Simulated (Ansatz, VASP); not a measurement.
**GaSb in VASP and in Ansatz**

```
Ga Sb
1.0
     0.00000    3.23350    2.98431
     2.98431    0.00000    2.98431
     2.98431    3.23350    0.00000
Ga Sb
1 1
Direct
  0.00000 0.00000 0.00000
  0.75000 0.75000 0.75000
```

Alike in both runs: task single point; functional PBE; k mesh 14 × 14 × 14; occupations gaussian, width 0.15 eV; no spin polarisation.

|  | VASP | Ansatz |
| --- | --- | --- |
| version | VASP 6.6.1 | Ansatz 0.2.0 |
| potentials or method | VASP PAW PBE potentials, release 64 (Ga_d, Sb), cutoff 520 eV | scalar-relativistic, plane waves, PAW |
| valence electrons in the cell | 18 | 28 |

|  | VASP | Ansatz | Ansatz less VASP |
| --- | --- | --- | --- |
| gap on the k mesh at the Fermi level (eV) | none | none | - |
| pressure (GPa) | 2.0 | 2.0 | -0.05 |
| traceless stress, the component that is largest in VASP (GPa) | -2.60 | -2.60 | -0.004 |

A gap of «none» marks a metal or a gap that the smearing closes. With one functional, cell and mesh, what is left measures potentials, basis and numerics. VASP's potentials hold 18 valence electrons a cell and Ansatz's 28, so a difference there can come from the potentials and not from the codes.

Spin-orbit coupling is off throughout.
